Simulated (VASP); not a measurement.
# B (R-3m) in VASP: notebook

The runs below take B through electric field gradients, with PBEsol.

Everything below comes from runs of VASP 6.6.1. Logs are shortened: lines on timing, memory, paths and dates and some standing lists are left out, and cuts for length are marked.

### Step 1. The cell of the first run

It takes space group R-3m (No. 166, trigonal). The conventional cell has a = 4.918 Å, b = 4.918 Å, c = 12.581 Å, α = 90.00°, β = 90.00°, γ = 120.00°. Within 2.2 Å of B (site symmetry m) lie 6 B at 1.67 to 1.81 Å. B (site symmetry m) has 7 B at 1.79 to 2.01 Å within 2.4 Å.

### Step 2. Electric field gradients, PBEsol

File INCAR:

```
SYSTEM = B
PREC = Accurate ; ENCUT = 420
EDIFF = 1E-8 ; ISMEAR = 0
SIGMA = 0.01 ; LREAL = .False.
LASPH = .True. ; NELM = 120
ALGO = Normal ; ISIF = 2
LWAVE = .False. ; LCHARG = .False.
GGA = PS ; LEFG = .True.
NBANDS = 30 ; GGA_COMPAT = .False.
```

File KPOINTS:

```
regular mesh
0
Gamma
  3 3 3
  0 0 0
```

File POSCAR:

```
B
1.0
    2.4589500000      1.4196754444      4.1935000000
   -2.4589500000      1.4196754444      4.1935000000
    0.0000000000     -2.8393508888      4.1935000000
B
12
Direct
    0.0101900000      0.6536100000      0.0101900000
    0.0101900000      0.0101900000      0.6536100000
    0.6536100000      0.0101900000      0.0101900000
    0.9898100000      0.3463900000      0.9898100000
    0.3463900000      0.9898100000      0.9898100000
    0.9898100000      0.9898100000      0.3463900000
    0.2211800000      0.6306000000      0.2211800000
    0.2211800000      0.2211800000      0.6306000000
    0.6306000000      0.2211800000      0.2211800000
    0.7788200000      0.3694000000      0.7788200000
    0.3694000000      0.7788200000      0.7788200000
    0.7788200000      0.7788200000      0.3694000000
```

Potentials or basis: VASP PAW PBE potentials, release 64 (B).

Run with:

```bash
$ cat potpaw_PBE.64/B/POTCAR > POTCAR
$ mpirun -np 1 vasp_std > vasp.out
```

OUTCAR:

```text
SYSTEM = B
   PREC = Accurate
   ENCUT = 420
   EDIFF = 1E-8
   ISMEAR = 0
   LREAL = .False.
   LASPH = .True.
   NELM = 120
   ISIF = 2
   GGA = PS

 ion  position               nearest neighbor table
   1  0.010  0.654  0.010-   4 1.67   2 1.75   3 1.75   7 1.80  11 1.81  12 1.81
   2  0.010  0.010  0.654-   6 1.67   3 1.75   1 1.75   8 1.80  10 1.81  11 1.81
   3  0.654  0.010  0.010-   5 1.67   2 1.75   1 1.75   9 1.80  10 1.81  12 1.81
   4  0.990  0.346  0.990-   1 1.67   6 1.75   5 1.75  10 1.80   9 1.81   8 1.81
   5  0.346  0.990  0.990-   3 1.67   6 1.75   4 1.75  11 1.80   7 1.81   8 1.81
   6  0.990  0.990  0.346-   2 1.67   4 1.75   5 1.75  12 1.80   9 1.81   7 1.81
   7  0.221  0.631  0.221-  11 1.79  12 1.79   1 1.80   5 1.81   6 1.81   8 2.01   9 2.01
   8  0.221  0.221  0.631-  10 1.79  11 1.79   2 1.80   4 1.81   5 1.81   7 2.01   9 2.01
   9  0.631  0.221  0.221-  10 1.79  12 1.79   3 1.80   4 1.81   6 1.81   8 2.01   7 2.01
  10  0.779  0.369  0.779-   9 1.79   8 1.79   4 1.80   3 1.81   2 1.81  12 2.01  11 2.01
  11  0.369  0.779  0.779-   7 1.79   8 1.79   5 1.80   1 1.81   2 1.81  12 2.01  10 2.01
  12  0.779  0.779  0.369-   7 1.79   9 1.79   6 1.80   3 1.81   1 1.81  10 2.01  11 2.01

  LATTYP: Found a trigonal (rhomboedric) cell.
 ALAT       =     5.0643218421
 COS(alpha) =     0.5284944640

  Lattice vectors:

 A1 = (   2.4589500000,   1.4196754444,   4.1935000000)
 A2 = (  -2.4589500000,   1.4196754444,   4.1935000000)
 A3 = (   0.0000000000,  -2.8393508888,   4.1935000000)

Analysis of symmetry for initial positions (statically):
=====================================================================
 Subroutine PRICEL returns:
 Original cell was already a primitive cell.

 Routine SETGRP: Setting up the symmetry group for a
 trigonal (rhombohedral) supercell.

 Subroutine GETGRP returns: Found 12 space group operations
 (whereof 12 operations were pure point group operations)
 out of a pool of 12 trial point group operations.

The static configuration has the point symmetry D_3d.

Analysis of symmetry for dynamics (positions and initial velocities):
=====================================================================
 Subroutine PRICEL returns:
 Original cell was already a primitive cell.

 Routine SETGRP: Setting up the symmetry group for a
 trigonal (rhombohedral) supercell.

 Subroutine GETGRP returns: Found 12 space group operations
 (whereof 12 operations were pure point group operations)
 out of a pool of 12 trial point group operations.

The dynamic configuration has the point symmetry D_3d.

 Subroutine INISYM returns: Found 12 space group operations
 (whereof 12 operations are pure point group operations),
 and found     1 'primitive' translations

----------------------------------------------------------------------------------------

                                     Primitive cell

  volume of cell :      87.8348

  direct lattice vectors                    reciprocal lattice vectors
     2.458950000  1.419675444  4.193500000     0.203338823  0.117397724  0.079488097
    -2.458950000  1.419675444  4.193500000    -0.203338823  0.117397724  0.079488097
     0.000000000 -2.839350889  4.193500000     0.000000000 -0.234795449  0.079488097

  length of vectors
     5.064321842  5.064321842  5.064321842     0.247885579  0.247885579  0.247885579

  position of ions in fractional coordinates (direct lattice)
     0.010190000  0.653610000  0.010190000
     0.010190000  0.010190000  0.653610000
     0.653610000  0.010190000  0.010190000
     0.989810000  0.346390000  0.989810000
     0.346390000  0.989810000  0.989810000
     0.989810000  0.989810000  0.346390000
     0.221180000  0.630600000  0.221180000
     0.221180000  0.221180000  0.630600000
     0.630600000  0.221180000  0.221180000
     0.778820000  0.369400000  0.778820000
     0.369400000  0.778820000  0.778820000
     0.778820000  0.778820000  0.369400000

  ion indices of the primitive-cell ions
   primitive index   ion index
                 1           1
                 2           2
                 3           3
                 4           4
                 5           5
                 6           6
                 7           7
                 8           8
                 9           9
                10          10
                11          11
                12          12

----------------------------------------------------------------------------------------

 KPOINTS: regular mesh

Automatic generation of k-mesh.
 Grid dimensions read from file:
 generate k-points for:    3    3    3

[... 44 lines left out ...]
   EDIFF  = 0.1E-07   stopping-criterion for ELM
   LREAL  =      F    real-space projection
   EDIFFG = 0.1E-06   stopping-criterion for IOM
   NSW    =      0    number of steps for IOM
   IBRION =     -1    ionic relax: 0-MD 1-quasi-New 2-CG
   NFREE  =      0    steps in history (QN), initial steepest desc. (CG)
   ISIF   =      2    stress and relaxation
   ISYM   =      2    0-nonsym 1-usesym 2-fastsym
   POTIM  = 0.5000    time-step for ionic-motion
   TEBEG  =    0.0;   TEEND  =   0.0 temperature during run
   PSTRESS=    0.0 pullay stress
   NELECT =      36.0000    total number of electrons
   NUPDOWN=      -1.0000    fix difference up-down
   EMIN   =  10.00;   EMAX   =-10.00  energy-range for DOS
   EFERMI =   0.00;   METHOD = LEGACY
   ISMEAR =     0;   SIGMA  =   0.01  broadening in eV -4-tet -1-fermi 0-gaus
   EFERMI_NEDOS =   21; number of points for ismear=-14 and -15
   IALGO  =     38    algorithm
   IMIX   =      4    mixing-type and parameters
     AMIX     =   0.40;   BMIX     =  1.00
     AMIX_MAG =   1.60;   BMIX_MAG =  1.00
  volume/ion in A,a.u.               =       7.32        49.39
  Fermi-wavevector in a.u.,A,eV,Ry     =   1.216056  2.298012 20.120177  1.478791
  Thomas-Fermi vector in A             =   2.351422
   LORBIT       =      0    0 simple, 1 ext, 2 COOP (PROOUT), +10 PAW based schemes
   GGA     = PS    functional components
   LHFCALC =     F    Hartree Fock is set to
   AEXX    =    0.0000 exact exchange contribution
   IVDW    =     0    specifies the selected vdW correction
   LEPSILON=     F    determine dielectric tensor
   LRPA    =     F    only Hartree local field effects (RPA)
 non-spin polarized calculation
 Gauss-broadening in eV      SIGMA  =   0.01
  energy-cutoff  :      420.00
  volume of cell :       87.83
 maximum number of plane-waves:      1733
 NGX is ok and might be reduce to    36
   NGX = 17   NGY = 17   NGZ = 17

 number of electron      36.0000000 magnetization

 Free energy of the ion-electron system (eV)
  ---------------------------------------------------
  ext. energy  EPLUGINS =         0.00000000
  ---------------------------------------------------
  free energy    TOTEN  =       -84.49134743 eV

  energy without entropy =      -84.49134743  energy(sigma->0) =      -84.49134743

 E-fermi :   5.8043     XC(G=0): -11.6237

 val. band max:        5.7117695699   @ k =   0.3333   0.3333   0.3333
 cond. band min:       7.2064034746   @ k =   0.0000   0.0000   0.0000
 fundamental gap:      1.4946339047
 Fermi energy:         5.8042612115

 k-point     1 :       0.0000    0.0000    0.0000
  band No.  band energies     occupation
      1     -10.2866      2.00000
      2      -4.5696      2.00000
      3      -4.3176      2.00000
      4      -4.3176      2.00000
      5      -3.2808      2.00000
      6      -2.6353      2.00000
[... 187 lines left out ...]
     29      14.7916      0.00000
     30      15.5306      0.00000

------------------------ aborting loop because EDIFF is reached ----------------------------------------

  FORCE on cell =-STRESS in cart. coord.  units (eV):
  Direction    XX          YY          ZZ          XY          YZ          ZX
  --------------------------------------------------------------------------------------
  -------------------------------------------------------------------------------------
  Total       -2.6477791     -2.6477791     -2.5915340      0.0000000      0.0000000     -0.0000000
  in kB      -48.2976129    -48.2976129    -47.2716579      0.0000000      0.0000000     -0.0000000
  external PRESSURE =     -47.9556279 kB  Pullay stress =       0.0000000 kB

 VOLUME and BASIS-vectors are now :
 -----------------------------------------------------------------------------
  energy-cutoff  :      420.00
  volume of cell :       87.83
      direct lattice vectors                 reciprocal lattice vectors
     2.458950000  1.419675444  4.193500000     0.203338823  0.117397724  0.079488097
    -2.458950000  1.419675444  4.193500000    -0.203338823  0.117397724  0.079488097
     0.000000000 -2.839350889  4.193500000     0.000000000 -0.234795449  0.079488097

 POSITION                                       TOTAL-FORCE (eV/Angst)
 -----------------------------------------------------------------------------------
     -1.58214      0.91345      2.82638        -0.083574      0.048251      0.205533
      0.00000     -1.82690      2.82638         0.000000     -0.096503      0.205533
      1.58214      0.91345      2.82638         0.083574      0.048251      0.205533
      1.58214     -0.91345      9.75412         0.083574     -0.048251     -0.205533
     -1.58214     -0.91345      9.75412        -0.083574     -0.048251     -0.205533
      0.00000      1.82690      9.75412         0.000000      0.096503     -0.205533
     -1.00674      0.58124      4.49946        -0.118484      0.068407     -0.023552
      0.00000     -1.16249      4.49946         0.000000     -0.136814     -0.023552
      1.00674      0.58124      4.49946         0.118484      0.068407     -0.023552
      1.00674     -0.58124      8.08104         0.118484     -0.068407      0.023552
     -1.00674     -0.58124      8.08104        -0.118484     -0.068407      0.023552
      0.00000      1.16249      8.08104         0.000000      0.136814      0.023552
 -----------------------------------------------------------------------------------
    total drift:                               -0.000000      0.000000      0.000000

  FREE ENERGIE OF THE ION-ELECTRON SYSTEM (eV)
  ---------------------------------------------------
  free  energy   TOTEN  =       -84.4913474291 eV

  energy  without entropy=      -84.4913474291  energy(sigma->0) =      -84.49134743

 Electric field gradients (V/A^2)
---------------------------------------------------------------------
 ion       V_xx      V_yy      V_zz      V_xy      V_xz      V_yz
---------------------------------------------------------------------
   1       1.363     7.010    -8.373     4.890     9.716    -5.610
   2       9.833    -1.460    -8.373    -0.000    -0.000    11.219
   3       1.363     7.010    -8.373    -4.890    -9.716    -5.610
   4       1.363     7.010    -8.373     4.890     9.716    -5.610
   5       1.363     7.010    -8.373    -4.890    -9.716    -5.610
   6       9.833    -1.460    -8.373    -0.000    -0.000    11.219
   7       5.042     0.025    -5.067    -4.345     2.368    -1.367
   8      -2.484     7.551    -5.067    -0.000     0.000     2.734
   9       5.042     0.025    -5.067     4.345    -2.368    -1.367
  10       5.042     0.025    -5.067    -4.345     2.368    -1.367
  11       5.042     0.025    -5.067     4.345    -2.368    -1.367
  12      -2.484     7.551    -5.067     0.000    -0.000     2.734
---------------------------------------------------------------------

 Electric field gradients after diagonalization (V/A^2)
 (convention: |V_zz| > |V_xx| > |V_yy|)
----------------------------------------------------------------------
 ion       V_xx      V_yy      V_zz     asymmetry (V_yy - V_xx)/ V_zz
----------------------------------------------------------------------
   1       9.833     6.823   -16.656       0.181
   2       9.833     6.823   -16.656       0.181
   3       9.833     6.823   -16.656       0.181
   4       9.833     6.823   -16.656       0.181
   5       9.833     6.823   -16.656       0.181
   6       9.833     6.823   -16.656       0.181
   7      -5.634    -2.484     8.118       0.388
   8      -5.634    -2.484     8.118       0.388
   9      -5.634    -2.484     8.118       0.388
  10      -5.634    -2.484     8.118       0.388
  11      -5.634    -2.484     8.118       0.388
  12      -5.634    -2.484     8.118       0.388
----------------------------------------------------------------------

           NMR quadrupolar parameters

 Cq : quadrupolar parameter    Cq=e*Q*V_zz/h
 eta: asymmetry parameters     (V_yy - V_xx)/ V_zz
 Q  : nuclear electric quadrupole moment in mb (millibarn)
----------------------------------------------------------------------
 ion       Cq(MHz)       eta       Q (mb)
----------------------------------------------------------------------
   1      -0.040       0.181       1.000
   2      -0.040       0.181       1.000
   3      -0.040       0.181       1.000
   4      -0.040       0.181       1.000
   5      -0.040       0.181       1.000
   6      -0.040       0.181       1.000
   7       0.020       0.388       1.000
   8       0.020       0.388       1.000
   9       0.020       0.388       1.000
  10       0.020       0.388       1.000
  11       0.020       0.388       1.000
  12       0.020       0.388       1.000
----------------------------------------------------------------------
```

Wall time 16 s (1 thread of Intel Xeon Platinum 8488C (Sapphire Rapids), shared host); peak memory 0.18 GiB.

What came out:

```yaml
Free_energy: -84.4913 eV
Pressure: -4.8 GPa
Largest_force: 0.227 eV/Å
Band_gap_on_the_k_mesh: 1.49 eV, indirect (least direct gap 1.76 eV)
```

Forces in eV/Å, atoms in the order of the input:
```
B   -0.084  0.048  0.206
B    0.000 -0.097  0.206
B    0.084  0.048  0.206
B    0.084 -0.048 -0.206
B   -0.084 -0.048 -0.206
B    0.000  0.097 -0.206
B   -0.118  0.068 -0.024
B    0.000 -0.137 -0.024
B    0.118  0.068 -0.024
B    0.118 -0.068  0.024
B   -0.118 -0.068  0.024
B    0.000  0.137  0.024
```

Levels at points of the mesh, in eV from the valence-band top:
| k point | band 14 | band 15 | band 16 | band 17 | band 18 | band 19 | band 20 | band 21 | band 22 | band 23 |
| --- | --- | --- | --- | --- | --- | --- | --- | --- | --- | --- |
| (0.00, 0.00, 0.00) | -4.36 | -1.30 | -0.77 | -0.77 | -0.26 | 1.49 | 4.55 | 4.55 | 4.76 | 4.76 |

Electric field gradients, principal values (V/Å²):
| atom | least | middle | greatest (by size) |
| --- | --- | --- | --- |
| 1 B | 6.823 | 9.833 | -16.656 |
| 2 B | 6.823 | 9.833 | -16.656 |
| 3 B | 6.823 | 9.833 | -16.656 |
| 4 B | 6.823 | 9.833 | -16.656 |
| 5 B | 6.823 | 9.833 | -16.656 |
| 6 B | 6.823 | 9.833 | -16.656 |
| 7 B | -2.484 | -5.634 | 8.118 |
| 8 B | -2.484 | -5.634 | 8.118 |
| 9 B | -2.484 | -5.634 | 8.118 |
| 10 B | -2.484 | -5.634 | 8.118 |
| 11 B | -2.484 | -5.634 | 8.118 |
| 12 B | -2.484 | -5.634 | 8.118 |

Caveat: the k points lie up to 0.52 Å⁻¹ apart; without QUAD_EFG the Cq values of the log hold for a quadrupole moment of 1 mb, not for the nuclei; the PAW data sets were made with another functional, which shifts forces and pressure a little.

(Part 1 of 2 ends here.)
